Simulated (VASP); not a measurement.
A run of VASP 6.6.1:

File INCAR:

```
PREC = Accurate ; ENCUT = 520
EDIFF = 1E-7 ; ISMEAR = -1
SIGMA = 0.05 ; LREAL = False
LASPH = True ; NELM = 60
ALGO = Fast ; ISIF = 2
LWAVE = False ; LCHARG = False
GGA = PE ; NBANDS = 18
```

Contents of KPOINTS:

```
regular mesh
0
Gamma
  11 11 6
```

The input POSCAR:

```
Au
1.0
    1.4389897367     -2.6060620855      0.0000000000
    1.4389897367      2.6060620855      0.0000000000
    0.0000000000      0.0000000000      4.9891384766
Au
2
Direct
    0.3346720300      0.6653279700      0.2500000000
    0.6653279700      0.3346720300      0.7500000000
```

Potentials or basis: VASP PAW PBE potentials, release 64 (Au).

Command:

```bash
$ cat potpaw_PBE.64/Au/POTCAR > POTCAR
$ mpirun -np 1 vasp_std > vasp.out
```

Hardware: 1 thread of Intel(R) Xeon(R) 6975P-C (Granite Rapids), on a shared host.

Estimate the wall time of this run.

Run time: 36 s on 1 thread of Intel(R) Xeon(R) 6975P-C (Granite Rapids), with other jobs on the host, peak memory 0.21 GiB. Counts: scf iterations 15, k points 144.
